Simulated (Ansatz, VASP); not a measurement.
## Zn: VASP beside Ansatz

INCAR

```
SYSTEM = Zn
ALGO     = Fast           ! electronic algorithm
EDIFF    = 1E-7           ! SCF threshold, eV
ENCUT    = 520            ! plane-wave cutoff, eV
GGA      = PE             ! functional
ISIF     = 2              ! what is computed and relaxed
ISMEAR   = 0              ! smearing method
LASPH    = .True.         ! aspherical terms in the spheres
LCHARG   = .False.        ! write CHGCAR
LREAL    = .False.        ! projectors in reciprocal space
LWAVE    = .False.        ! write WAVECAR
NBANDS   = 19             ! bands
NELM     = 100            ! most SCF steps
PREC     = Accurate       ! precision mode
SIGMA    = 0.15           ! smearing width, eV
```

Contents of KPOINTS:

```
k-points
0
Gamma
  24 24 10
  0 0 0
```

Contents of POSCAR:

```
Zn
1.0
    2.6647980532      0.0000000000      0.0000000000
   -1.3323990266      2.3077828100      0.0000000000
    0.0000000000      0.0000000000      4.9467000000
Zn
2
Direct
    0.2524754036      0.5800033987      0.2500000000
    0.6666666667      0.3333333333      0.7500000000
```

Input for Ansatz:

```yaml
crystal:
  lattice:
    - [2.6647980532, 0.0, 0.0]
    - [-1.3323990266, 2.30778281, 0.0]
    - [0.0, 0.0, 4.9467]
  atoms:
    - { symbol: Zn, position: [0.2524754036, 0.5800033987, 0.25] }
    - { symbol: Zn, position: [0.6666666667, 0.3333333333, 0.75] }
basis:
  ecutwfc: 420
kpoints:
  mp_grid: { grid: [24, 24, 10] }
hamiltonian:
  xc: pbe
scf:
  occupations: { method: gaussian, width: 0.15 }
output:
  forces: true
  stress: true
  eigenvalues: true
```

Alike in both runs: task single point; functional PBE; k mesh 24 × 24 × 10; occupations gaussian, width 0.15 eV; no spin polarisation.

|  | VASP | Ansatz |
| --- | --- | --- |
| version | VASP 6.6.1 | Ansatz 0.2.0 |
| potentials or method | VASP PAW PBE potentials, release 64 (Zn), cutoff 520 eV | scalar-relativistic, plane waves, PAW |
| valence electrons in the cell | 24 | 24 |

|  | VASP | Ansatz | Ansatz less VASP |
| --- | --- | --- | --- |
| gap on the k mesh at the Fermi level (eV) | none | none | - |
| pressure (GPa) | 0.3 | -0.1 | -0.34 |
| traceless stress, the component that is largest in VASP (GPa) | 1.42 | 1.55 | +0.134 |
| rms of the force components (eV/Å) | 0.065 | 0.064 | -0.0008 |

Atom by atom the forces differ by 0.001 eV/Å (rms over components). A gap of «none» marks a metal or a gap that the smearing closes.
